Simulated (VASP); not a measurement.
# Ge (Fd-3m) in VASP: a series of runs

The runs below take Ge through single point, with LDA.

Everything below comes from runs of VASP 6.6.1. Logs are shortened: lines on timing, memory, paths and dates and some standing lists are left out, and cuts for length are marked.

## (1) The cell of the first run

The structure is cubic, space group Fd-3m (No. 227). The conventional cell has a = 5.630 Å, b = 5.630 Å, c = 5.630 Å, α = 90.00°, β = 90.00°, γ = 90.00°. Within 3.2 Å of Ge (site symmetry -43m) lie 4 Ge at 2.44 Å.

## (2) Single point, LDA

File INCAR:

```
PREC     = Accurate       # precision mode
ENCUT    = 520            # plane-wave cutoff, eV
EDIFF    = 1E-7           # SCF threshold, eV
ISMEAR   = -1             # smearing method
SIGMA    = 0.05           # smearing width, eV
LREAL    = F              # projectors in reciprocal space
LASPH    = T              # aspherical terms in the spheres
NELM     = 60             # most SCF steps
ALGO     = Normal         # electronic algorithm
ISIF     = 2              # what is computed and relaxed
LWAVE    = F              # write WAVECAR
LCHARG   = T              # write CHGCAR
LELF     = T              # ELF
LVHAR    = T            
NBANDS   = 21             # bands
```

File KPOINTS:

```
Automatic mesh
0
Gamma
  3 3 3
```

File POSCAR:

```
Ge
1.0
    0.0000000000      2.8147752533      2.8147752533
    2.8147752533      0.0000000000      2.8147752533
    2.8147752533      2.8147752533      0.0000000000
Ge
2
Direct
    0.5000000000      0.5000000000      0.5000000000
    0.7500000000      0.7500000000      0.7500000000
```

Potentials or basis: VASP PAW LDA potentials, release 64 (Ge_d).

Run with:

```bash
$ cat potpaw_LDA.64/Ge_d/POTCAR > POTCAR
$ mpirun -np 1 vasp_std > vasp.out
```

OUTCAR:

```text
PREC = Accurate
   ENCUT = 520
   EDIFF = 1E-7
   ISMEAR = -1
   LREAL = F
   LASPH = T
   NELM = 60
   ISIF = 2

 ion  position               nearest neighbor table
   1  0.500  0.500  0.500-   2 2.44   2 2.44   2 2.44   2 2.44
   2  0.750  0.750  0.750-   1 2.44   1 2.44   1 2.44   1 2.44

  LATTYP: Found a face centered cubic cell.
 ALAT       =     5.6295505066

  Lattice vectors:

 A1 = (   0.0000000000,   2.8147752533,   2.8147752533)
 A2 = (   2.8147752533,   0.0000000000,   2.8147752533)
 A3 = (   2.8147752533,   2.8147752533,   0.0000000000)

Analysis of symmetry for initial positions (statically):
=====================================================================
 Subroutine PRICEL returns:
 Original cell was already a primitive cell.

 Routine SETGRP: Setting up the symmetry group for a
 face centered cubic supercell.

 Subroutine GETGRP returns: Found 48 space group operations
 (whereof 24 operations were pure point group operations)
 out of a pool of 48 trial point group operations.

The static configuration has the point symmetry T_d .
 The point group associated with its full space group is O_h .

Analysis of symmetry for dynamics (positions and initial velocities):
=====================================================================
 Subroutine PRICEL returns:
 Original cell was already a primitive cell.

 Routine SETGRP: Setting up the symmetry group for a
 face centered cubic supercell.

 Subroutine GETGRP returns: Found 48 space group operations
 (whereof 24 operations were pure point group operations)
 out of a pool of 48 trial point group operations.

The dynamic configuration has the point symmetry T_d .
 The point group associated with its full space group is O_h .

 Subroutine INISYM returns: Found 48 space group operations
 (whereof 24 operations are pure point group operations),
 and found     1 'primitive' translations

----------------------------------------------------------------------------------------

                                     Primitive cell

  volume of cell :      44.6027

  direct lattice vectors                    reciprocal lattice vectors
     0.000000000  2.814775253  2.814775253    -0.177634076  0.177634076  0.177634076
     2.814775253  0.000000000  2.814775253     0.177634076 -0.177634076  0.177634076
     2.814775253  2.814775253  0.000000000     0.177634076  0.177634076 -0.177634076

  length of vectors
     3.980693338  3.980693338  3.980693338     0.307671244  0.307671244  0.307671244

  position of ions in fractional coordinates (direct lattice)
     0.500000000  0.500000000  0.500000000
     0.750000000  0.750000000  0.750000000

  ion indices of the primitive-cell ions
   primitive index   ion index
                 1           1
                 2           2

----------------------------------------------------------------------------------------

 KPOINTS: Automatic mesh

Automatic generation of k-mesh.
 Grid dimensions read from file:
 generate k-points for:    3    3    3

 Generating k-lattice:

  Cartesian coordinates                     Fractional coordinates (reciprocal lattice)
    -0.059211359  0.059211359  0.059211359     0.333333333  0.000000000  0.000000000
     0.059211359 -0.059211359  0.059211359     0.000000000  0.333333333  0.000000000
     0.059211359  0.059211359 -0.059211359     0.000000000  0.000000000  0.333333333

  Length of vectors
     0.102557081  0.102557081  0.102557081

  Shift w.r.t. Gamma in fractional coordinates (k-lattice)
     0.000000000  0.000000000  0.000000000

 Subroutine IBZKPT returns following result:
 ===========================================

 Found      4 irreducible k-points:

 Following reciprocal coordinates:
            Coordinates               Weight
  0.000000  0.000000  0.000000      1.000000
  0.333333  0.000000  0.000000      8.000000
  0.333333  0.333333  0.000000      6.000000
 -0.333333  0.333333  0.000000     12.000000
   k-points           NKPTS =      4   k-points in BZ     NKDIM =      4   number of bands    NBANDS=     21
   number of dos      NEDOS =    301   number of ions     NIONS =      2
   total plane-waves  NPLWV =  27000
   dimension x,y,z NGX =    30 NGY =   30 NGZ =   30
   dimension x,y,z NGXF=    60 NGYF=   60 NGZF=   60
   ions per type =               2
   NGX,Y,Z   is equivalent  to a cutoff of  12.53, 12.53, 12.53 a.u.
   NGXF,Y,Z  is equivalent  to a cutoff of  25.06, 25.06, 25.06 a.u.
 SYSTEM =  unknown system
   PREC   = accura    normal or accurate (medium, high low for compatibility)
   ISTART =      0    job   : 0-new  1-cont  2-samecut
   ICHARG =      2    charge: 1-file 2-atom 10-const
   ISPIN  =      1    spin polarized calculation?
   LNONCOLLINEAR =      F non collinear calculations
   LSORBIT =      F    spin-orbit coupling
   LASPH  =      T    aspherical Exc in radial PAW
   ENCUT  =  520.0 eV  38.22 Ry    6.18 a.u.   7.40  7.40  7.40*2*pi/ulx,y,z
   NELM   =     60;   NELMIN=  2; NELMDL= -5     # of ELM steps
   EDIFF  = 0.1E-06   stopping-criterion for ELM
   LREAL  =      F    real-space projection
   EDIFFG = 0.1E-05   stopping-criterion for IOM
   NSW    =      0    number of steps for IOM
   IBRION =     -1    ionic relax: 0-MD 1-quasi-New 2-CG
   NFREE  =      0    steps in history (QN), initial steepest desc. (CG)
   ISIF   =      2    stress and relaxation
   ISYM   =      2    0-nonsym 1-usesym 2-fastsym
   POTIM  = 0.5000    time-step for ionic-motion
   TEBEG  =    0.0;   TEEND  =   0.0 temperature during run
   PSTRESS=    0.0 pullay stress
   NELECT =      28.0000    total number of electrons
   NUPDOWN=      -1.0000    fix difference up-down
   EMIN   =  10.00;   EMAX   =-10.00  energy-range for DOS
   EFERMI =   0.00;   METHOD = LEGACY
   ISMEAR =    -1;   SIGMA  =   0.05  broadening in eV -4-tet -1-fermi 0-gaus
   EFERMI_NEDOS =   21; number of points for ismear=-14 and -15
   IALGO  =     38    algorithm
   IMIX   =      4    mixing-type and parameters
     AMIX     =   0.40;   BMIX     =  1.00
     AMIX_MAG =   1.60;   BMIX_MAG =  1.00
  volume/ion in A,a.u.               =      22.30       150.50
  Fermi-wavevector in a.u.,A,eV,Ry     =   1.401760  2.648943 26.734526  1.964932
  Thomas-Fermi vector in A             =   2.524590
   LORBIT       =      0    0 simple, 1 ext, 2 COOP (PROOUT), +10 PAW based schemes
   GGA     = CA    functional components
   LHFCALC =     F    Hartree Fock is set to
   AEXX    =    0.0000 exact exchange contribution
   IVDW    =     0    specifies the selected vdW correction
   LEPSILON=     F    determine dielectric tensor
   LRPA    =     F    only Hartree local field effects (RPA)
 non-spin polarized calculation
  energy-cutoff  :      520.00
  volume of cell :       44.60
 maximum number of plane-waves:      1243
 NGX is ok and might be reduce to    30
   NGX = 15   NGY = 15   NGZ = 15

 number of electron      28.0000032 magnetization

 Free energy of the ion-electron system (eV)
  ---------------------------------------------------
  ext. energy  EPLUGINS =         0.00000000
  ---------------------------------------------------
  free energy    TOTEN  =        -9.59107717 eV

  energy without entropy =       -9.58152159  energy(sigma->0) =       -9.58629938

 E-fermi :   5.0334     XC(G=0): -10.3124

 val. band max:        4.9814981480   @ k =   0.0000   0.0000   0.0000
 cond. band min:       5.2928412875   @ k =   0.3333   0.0000   0.0000
 fundamental gap:      0.3113431395
 Fermi energy:         5.0333909964

 k-point     1 :       0.0000    0.0000    0.0000
  band No.  band energies     occupation
      1     -19.9341      2.00000
      2     -19.9341      2.00000
      3     -19.9341      2.00000
      4     -19.8982      2.00000
      5     -19.8982      2.00000
      6     -19.6779      2.00000
[... 13 lines left out ...]
     20      14.5089      0.00000
     21      14.5089      0.00000

 k-point     2 :       0.3333    0.0000    0.0000
  band No.  band energies     occupation
      1     -19.9573      2.00000
      2     -19.9573      2.00000
      3     -19.9207      2.00000
      4     -19.8600      2.00000
      5     -19.8600      2.00000
      6     -19.7106      2.00000
[... 13 lines left out ...]
     20      13.9240      0.00000
     21      13.9240      0.00000

 k-point     3 :       0.3333    0.3333    0.0000
  band No.  band energies     occupation
      1     -19.9615      2.00000
      2     -19.9615      2.00000
      3     -19.9303      2.00000
      4     -19.8374      2.00000
      5     -19.8086      2.00000
      6     -19.7891      2.00000
[... 13 lines left out ...]
     20      16.4190      0.00000
     21      16.7021      0.00000

 k-point     4 :      -0.3333    0.3333    0.0000
  band No.  band energies     occupation
      1     -19.9883      2.00000
      2     -19.9709      2.00000
      3     -19.8786      2.00000
      4     -19.8056      2.00000
      5     -19.7994      2.00000
      6     -19.7850      2.00000
[... 13 lines left out ...]
     20      13.8831      0.00000
     21      18.4724      0.00000

------------------------ aborting loop because EDIFF is reached ----------------------------------------

  FORCE on cell =-STRESS in cart. coord.  units (eV):
  Direction    XX          YY          ZZ          XY          YZ          ZX
  --------------------------------------------------------------------------------------
  -------------------------------------------------------------------------------------
  Total        0.6618398      0.6618398      0.6618398     -0.0000000     -0.0000000     -0.0000000
  in kB       23.7740016     23.7740016     23.7740016     -0.0000000     -0.0000000     -0.0000000
  external PRESSURE =      23.7740016 kB  Pullay stress =       0.0000000 kB

 VOLUME and BASIS-vectors are now :
 -----------------------------------------------------------------------------
  energy-cutoff  :      520.00
  volume of cell :       44.60
      direct lattice vectors                 reciprocal lattice vectors
     0.000000000  2.814775253  2.814775253    -0.177634076  0.177634076  0.177634076
     2.814775253  0.000000000  2.814775253     0.177634076 -0.177634076  0.177634076
     2.814775253  2.814775253  0.000000000     0.177634076  0.177634076 -0.177634076

 POSITION                                       TOTAL-FORCE (eV/Angst)
 -----------------------------------------------------------------------------------
      2.81478      2.81478      2.81478        -0.000000     -0.000000     -0.000000
      4.22216      4.22216      4.22216         0.000000      0.000000      0.000000
 -----------------------------------------------------------------------------------
    total drift:                                0.000000     -0.000000     -0.000000

  FREE ENERGIE OF THE ION-ELECTRON SYSTEM (eV)
  ---------------------------------------------------
  free  energy   TOTEN  =        -9.5910771686 eV

  energy  without entropy=       -9.5815215917  energy(sigma->0) =       -9.58629938
```

Wall time 9.5 s (1 thread of Intel Xeon 8259CL, shared host); peak memory 0.14 GiB.

Results:

```yaml
Free_energy: -9.5911 eV
Pressure: 2.4 GPa
Band_gap_on_the_k_mesh: zero (filled and empty bands touch)
```

Caveat: the k points lie up to 0.64 Å⁻¹ apart.

## (3) Single point, LDA

File INCAR:

```
PREC = Accurate ; ENCUT = 520
EDIFF = 1E-7 ; ISMEAR = -1
SIGMA = 0.05 ; LREAL = F
LASPH = T ; NELM = 60
ALGO = Normal ; ISIF = 2
LWAVE = F ; LCHARG = F
GGA = CA ; NBANDS = 21
```

File KPOINTS:

```
Automatic mesh
0
Gamma
  4 4 4
```

POSCAR is that of step 2.

Potentials or basis: VASP PAW LDA potentials, release 64 (Ge_d).

Run with:

```bash
$ cat potpaw_LDA.64/Ge_d/POTCAR > POTCAR
$ mpirun -np 1 vasp_std > vasp.out
```

Wall time 12 s (1 thread of Intel Xeon 8259CL, shared host); peak memory 0.14 GiB.

The run converged. Its results:

```yaml
Free_energy: -10.1214 eV
Pressure: 0.6 GPa
Band_gap_on_the_k_mesh: zero (filled and empty bands touch)
```

Levels at points of the mesh, in eV from the Fermi level:
| k point | band 12 | band 13 | band 14 | band 15 | band 16 | band 17 |
| --- | --- | --- | --- | --- | --- | --- |
| (0.00, 0.00, 0.00) | -0.02 | -0.02 | -0.02 | -0.02 | 2.50 | 2.50 |
| (0.50, 0.00, 0.00) | -7.73 | -1.45 | -1.45 | 0.08 | 3.69 | 3.69 |
| (0.50, 0.50, 0.00) | -9.00 | -3.15 | -3.15 | 0.60 | 0.60 | 9.51 |

Caveat: the k points lie up to 0.48 Å⁻¹ apart.
